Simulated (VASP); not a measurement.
# NaI (F-43m) in VASP: a series of runs, part 2 of 2

VASP 6.6.1.

## Step 4: Single point, PBEsol

File INCAR:

```
SYSTEM = NaI
ALGO     = Normal         ! electronic algorithm
EDIFF    = 1E-6           ! SCF threshold, eV
ENCUT    = 520            ! plane-wave cutoff, eV
GGA      = PS             ! functional
ISIF     = 2              ! what is computed and relaxed
ISMEAR   = 0              ! smearing method
LASPH    = .True.         ! aspherical terms in the spheres
LCHARG   = .False.        ! write CHGCAR
LREAL    = .False.        ! projectors in reciprocal space
LWAVE    = .False.        ! write WAVECAR
NBANDS   = 14             ! bands
NELM     = 60             ! most SCF steps
PREC     = Accurate       ! precision mode
SIGMA    = 0.2            ! smearing width, eV
```

File KPOINTS:

```
k-points
0
Gamma
  4 4 4
  0 0 0
```

File POSCAR:

```
NaI
1.0
    0.0000000000      3.5431916648      3.5431916648
    3.5431916648      0.0000000000      3.5431916648
    3.5431916648      3.5431916648      0.0000000000
Na I
1 1
Direct
    0.0000000000      0.0000000000      0.0000000000
    0.2500000000      0.2500000000      0.2500000000
```

Potentials or basis: VASP PAW PBE potentials, release 64 (Na_pv, I).

The run is started by

```sh
cat potpaw_PBE.64/Na_pv/POTCAR potpaw_PBE.64/I/POTCAR > POTCAR
mpirun -np 1 vasp_std > vasp.out
```

OUTCAR:

```text
SYSTEM = NaI
   EDIFF = 1E-6
   ENCUT = 520
   GGA = PS
   ISIF = 2
   ISMEAR = 0
   LASPH = .True.
   LREAL = .False.
   NELM = 60
   PREC = Accurate

 ion  position               nearest neighbor table
   1  0.000  0.000  0.000-   2 3.07   2 3.07   2 3.07   2 3.07
   2  0.250  0.250  0.250-   1 3.07   1 3.07   1 3.07   1 3.07

  LATTYP: Found a face centered cubic cell.
 ALAT       =     7.0863833296

  Lattice vectors:

 A1 = (   0.0000000000,   3.5431916648,   3.5431916648)
[... 303 lines left out ...]

------------------------ aborting loop because EDIFF is reached ----------------------------------------

  FORCE on cell =-STRESS in cart. coord.  units (eV):
  Direction    XX          YY          ZZ          XY          YZ          ZX
  --------------------------------------------------------------------------------------
  -------------------------------------------------------------------------------------
  Total       -0.0492414     -0.0492414     -0.0492414      0.0000000      0.0000000      0.0000000
  in kB       -0.8868033     -0.8868033     -0.8868033      0.0000000      0.0000000      0.0000000
  external PRESSURE =      -0.8868033 kB  Pullay stress =       0.0000000 kB

 VOLUME and BASIS-vectors are now :
 -----------------------------------------------------------------------------
  energy-cutoff  :      520.00
  volume of cell :       88.96
      direct lattice vectors                 reciprocal lattice vectors
     0.000000000  3.543191665  3.543191665    -0.141115708  0.141115708  0.141115708
     3.543191665  0.000000000  3.543191665     0.141115708 -0.141115708  0.141115708
     3.543191665  3.543191665  0.000000000     0.141115708  0.141115708 -0.141115708

 POSITION                                       TOTAL-FORCE (eV/Angst)
 -----------------------------------------------------------------------------------
      0.00000      0.00000      0.00000         0.000000      0.000000      0.000000
      1.77160      1.77160      1.77160        -0.000000     -0.000000     -0.000000
 -----------------------------------------------------------------------------------
    total drift:                               -0.000000     -0.000000     -0.000000

  FREE ENERGIE OF THE ION-ELECTRON SYSTEM (eV)
  ---------------------------------------------------
  free  energy   TOTEN  =        -5.4942810436 eV

  energy  without entropy=       -5.4942810436  energy(sigma->0) =       -5.49428104
```

OSZICAR:

```text
N       E                     dE             d eps       ncg     rms          rms(c)
DAV:   1     0.846098588943E+02    0.84610E+02   -0.61829E+03   224   0.826E+02
DAV:   2     0.192954828782E+01   -0.82680E+02   -0.76189E+02   230   0.202E+02
DAV:   3    -0.539235075978E+01   -0.73219E+01   -0.72878E+01   296   0.607E+01
DAV:   4    -0.559540508829E+01   -0.20305E+00   -0.20300E+00   300   0.110E+01
DAV:   5    -0.559776285368E+01   -0.23578E-02   -0.23577E-02   306   0.111E+00    0.142E+00
DAV:   6    -0.549622198807E+01    0.10154E+00   -0.12868E-01   266   0.208E+00    0.933E-01
DAV:   7    -0.548568311491E+01    0.10539E-01   -0.92773E-02   272   0.147E+00    0.633E-01
DAV:   8    -0.549403357163E+01   -0.83505E-02   -0.99580E-03   236   0.709E-01    0.166E-01
DAV:   9    -0.549388617296E+01    0.14740E-03   -0.24201E-04   284   0.160E-01    0.526E-02
DAV:  10    -0.549424620528E+01   -0.36003E-03   -0.44381E-04   248   0.123E-01    0.159E-02
DAV:  11    -0.549427869817E+01   -0.32493E-04   -0.73673E-05   284   0.575E-02    0.494E-03
DAV:  12    -0.549428063557E+01   -0.19374E-05   -0.41693E-06   260   0.122E-02    0.330E-03
DAV:  13    -0.549428104358E+01   -0.40801E-06   -0.66184E-07   290   0.405E-03
   1 F= -.54942810E+01 E0= -.54942810E+01  d E =-.225344E-10
```

stdout:

```text
POSCAR found type information on POSCAR NaI
 POSCAR found :  2 types and       2 ions
 scaLAPACK will be used
 -----------------------------------------------------------------------------
|                                                                             |
|                                                                             |
|     You enforced a specific xc type in the INCAR file but a different       |
|     I HOPE YOU KNOW WHAT YOU ARE DOING!                                     |
|                                                                             |
 -----------------------------------------------------------------------------

 LDA part: xc-table for (Slater+PW92), standard interpolation
 POSCAR, INCAR and KPOINTS ok, starting setup
 FFT: planning ... GRIDC
 FFT: planning ... GRID_SOFT
 FFT: planning ... GRID
 WAVECAR not read
 entering main loop
```

Run time: 9.3 s. Hardware: 1 thread of AMD EPYC 9R45 (Zen 5), shared host; peak memory 0.2 GiB.

What came out:

* Free energy: -5.4943 eV
* Pressure: -0.1 GPa
* Band gap on the k mesh: 3.72 eV, direct

Levels at points of the mesh, in eV from the valence-band top:
| k point | band 3 | band 4 | band 5 | band 6 | band 7 | band 8 | band 9 | band 10 | band 11 | band 12 |
| --- | --- | --- | --- | --- | --- | --- | --- | --- | --- | --- |
| (0.00, 0.00, 0.00) | -21.93 | -10.46 | 0.00 | 0.00 | 0.00 | 3.72 | 7.85 | 7.85 | 7.85 | 9.64 |
| (0.50, 0.00, 0.00) | -21.93 | -10.33 | -1.24 | -0.13 | -0.13 | 5.35 | 7.61 | 7.61 | 7.61 | 10.46 |
| (0.50, 0.50, 0.00) | -21.93 | -10.29 | -1.15 | -0.40 | -0.40 | 5.09 | 6.15 | 8.95 | 10.36 | 10.36 |

Caveat: the PAW data sets were made with another functional, which shifts forces and pressure a little; spin-orbit coupling is left out, which moves the levels of the heavy elements. A hybrid or GW would open this gap; PBEsol tends to underestimate it.

## Step 5: Single point, PBEsol

File INCAR:

```
ALGO     = Normal         # electronic algorithm
EDIFF    = 1E-7           # SCF threshold, eV
ENCUT    = 520            # plane-wave cutoff, eV
GGA      = PS             # functional
ISIF     = 2              # what is computed and relaxed
ISMEAR   = -1             # smearing method
LASPH    = True           # aspherical terms in the spheres
LCHARG   = True           # write CHGCAR
LELF     = True           # ELF
LREAL    = False          # projectors in reciprocal space
LVHAR    = True         
LWAVE    = False          # write WAVECAR
NBANDS   = 14             # bands
NELM     = 60             # most SCF steps
PREC     = Accurate       # precision mode
SIGMA    = 0.5            # smearing width, eV
```

File KPOINTS:

```
k-points
0
Gamma
  4 4 4
```

POSCAR is that of step 4.

The run is started by

```sh
cat potpaw_PBE.64/Na_pv/POTCAR potpaw_PBE.64/I/POTCAR > POTCAR
mpirun -np 1 vasp_std > vasp.out
```

Run time: 11 s. Hardware: 1 thread of AMD EPYC 9R45 (Zen 5), shared host; peak memory 0.2 GiB.

Results (log left out):

```
Free energy            : -5.5070 eV
Pressure               : 0.0 GPa
Band gap on the k mesh : 3.72 eV, direct
```

Levels at points of the mesh, in eV from the valence-band top:
```tsv
k point	band 4	band 5	band 6	band 7	band 8	band 9	band 10	band 11
(0.00, 0.00, 0.00)	-10.47	0.00	0.00	0.00	3.72	7.86	7.86	7.86
(0.50, 0.00, 0.00)	-10.34	-1.24	-0.13	-0.13	5.35	7.59	7.62	7.62
(0.50, 0.50, 0.00)	-10.29	-1.14	-0.40	-0.40	5.08	6.16	8.95	10.36
```

Caveat: the PAW data sets were made with another functional, which shifts forces and pressure a little; spin-orbit coupling is left out, which moves the levels of the heavy elements.

## Step 6: Single point, PBEsol

File INCAR:

```
SYSTEM = NaI
PREC     = Accurate       ! precision mode
ENCUT    = 520            ! plane-wave cutoff, eV
EDIFF    = 1E-6           ! SCF threshold, eV
ISMEAR   = 0              ! smearing method
SIGMA    = 0.01           ! smearing width, eV
LREAL    = .FALSE.        ! projectors in reciprocal space
LASPH    = .TRUE.         ! aspherical terms in the spheres
NELM     = 80             ! most SCF steps
ALGO     = Normal         ! electronic algorithm
ISIF     = 2              ! what is computed and relaxed
LWAVE    = .FALSE.        ! write WAVECAR
LCHARG   = .FALSE.        ! write CHGCAR
GGA      = PS             ! functional
NBANDS   = 14             ! bands
```

File KPOINTS:

```
regular mesh
0
G
  4 4 4
  0 0 0
```

POSCAR is that of step 5.

Potentials or basis: VASP PAW PBE potentials, release 64 (Na_pv, I).

The run is started by

```sh
cat potpaw_PBE.64/Na_pv/POTCAR potpaw_PBE.64/I/POTCAR > POTCAR
mpirun -np 1 vasp_std > vasp.out
```

Wall time 9.2 s (1 thread of AMD EPYC 9R45 (Zen 5), shared host); peak memory 0.2 GiB.

The run converged. Its results:

* Free energy: -5.4943 eV
* Pressure: -0.1 GPa
* Band gap on the k mesh: 3.72 eV, direct

Levels at points of the mesh, in eV from the valence-band top:
```
           k point  band 4  band 5  band 6  band 7  band 8  band 9  band 10  band 11
(0.00, 0.00, 0.00)  -10.46    0.00    0.00    0.00    3.72    7.85     7.85     7.85
(0.50, 0.00, 0.00)  -10.33   -1.24   -0.13   -0.13    5.35    7.61     7.61     7.61
(0.50, 0.50, 0.00)  -10.29   -1.15   -0.40   -0.40    5.09    6.15     8.95    10.36
```

Caveat: the PAW data sets were made with another functional, which shifts forces and pressure a little; spin-orbit coupling is left out, which moves the levels of the heavy elements.

## Step 7: Summary

```csv
level,potentials or basis,k mesh,smearing,gap on the mesh (eV),pressure (GPa)
LDA,"VASP PAW LDA potentials, release 64 (Na_pv, I)",2 × 2 × 2,gaussian 0.01 eV,3.43,-0.1
PBEsol,"VASP PAW PBE potentials, release 64 (Na_pv, I)",4 × 4 × 4,fermi-dirac 0.001 eV,3.72,-0.1
PBEsol,"VASP PAW PBE potentials, release 64 (Na_pv, I)",4 × 4 × 4,gaussian 0.2 eV,3.72,-0.1
PBEsol,"VASP PAW PBE potentials, release 64 (Na_pv, I)",4 × 4 × 4,fermi-dirac 0.5 eV,3.72,0.0
PBEsol,"VASP PAW PBE potentials, release 64 (Na_pv, I)",4 × 4 × 4,gaussian 0.01 eV,3.72,-0.1
```

Alike in all rows: task single point; no spin polarisation; cell as given; cutoff (eV) 520.

Caveats: some runs use coarse meshes; spin-orbit coupling is left out, which moves the levels of the heavy elements; the PAW data sets were made with another functional, which shifts forces and pressure a little (some runs).

Absolute energies hang on the potentials; compare differences alone.
